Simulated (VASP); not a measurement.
**AlN: single point with r2SCAN**

**Experimental background.**

“Self-assembly of well-separated AlN nanowires directly on sputtered metallic TiN films”, 2019, arxiv:1910.07391 quotes, for a bulk crystal of AlN at 10 K: band gap 6.034 eV (an exciton energy, a little under the gap).

AlN:

```
Al N
1.0
     3.10669    0.00000    0.00000
    -1.55335    2.69048    0.00000
     0.00000    0.00000    4.97859
Al N
2 2
Direct
  0.33333 0.66667 0.99920
  0.66667 0.33333 0.49920
  0.33333 0.66667 0.38080
  0.66667 0.33333 0.88080
```

```json
{"Program": "VASP 6.6.1", "Task": "single point", "Functional": "r2SCAN", "Potentials or basis": "VASP PAW PBE potentials, release 64 (Al, N)", "Cutoff": "520 eV", "k mesh": "12 × 12 × 6", "Occupations": "fermi-dirac, width 0.02 eV", "Spin": "no spin polarisation", "Dipole correction": "no", "Further INCAR settings": "ALGO = Normal; EDIFF = 1e-07; NBANDS = 16"}
```

```yaml
Pressure: -0.4 GPa
Largest_force: 0.003 eV/Å
Band_gap_on_the_k_mesh: 4.92 eV, direct
```

Forces on the atoms (eV/Å):
```
Al   0.000  0.000 -0.003
Al   0.000  0.000 -0.003
N    0.000  0.000  0.003
N    0.000  0.000  0.003
```

Levels at points of the mesh, in eV from the valence-band top:
| k point | band 4 | band 5 | band 6 | band 7 | band 8 | band 9 | band 10 | band 11 | band 12 | band 13 |
| --- | --- | --- | --- | --- | --- | --- | --- | --- | --- | --- |
| (0.00, 0.00, 0.00) | -0.88 | -0.88 | -0.22 | -0.22 | 0.00 | 4.92 | 7.54 | 11.62 | 12.05 | 12.05 |
| (0.50, 0.00, 0.00) | -4.22 | -3.39 | -2.14 | -1.77 | -0.71 | 6.45 | 6.56 | 9.05 | 11.26 | 11.72 |
| (0.00, 0.00, 0.50) | -3.37 | -0.56 | -0.56 | -0.56 | -0.56 | 7.26 | 7.26 | 11.32 | 11.32 | 12.36 |
| (0.50, 0.00, 0.50) | -5.66 | -1.50 | -1.50 | -1.39 | -1.39 | 6.00 | 6.00 | 10.15 | 10.15 | 12.94 |

Run time: 64 s on 1 thread of Intel(R) Xeon(R) 6975P-C (Granite Rapids), with other jobs on the host, peak memory 0.18 GiB.

A measured gap of AlN is 6.034 eV (an exciton energy, a little under the gap; 10 K; quoted in “Self-assembly of well-separated AlN nanowires directly on sputtered metallic TiN films”, 2019, arxiv:1910.07391); the calculated 4.92 eV misses it by -1.11 eV. 2 values of this kind are on record (6.034 to 6.0343 eV); this one was drawn at random. The value is that of r2SCAN on a finite k mesh, which can miss the band edges, without temperature or zero-point motion.

Caveat: the PAW data sets were made with another functional, which shifts forces and pressure a little.
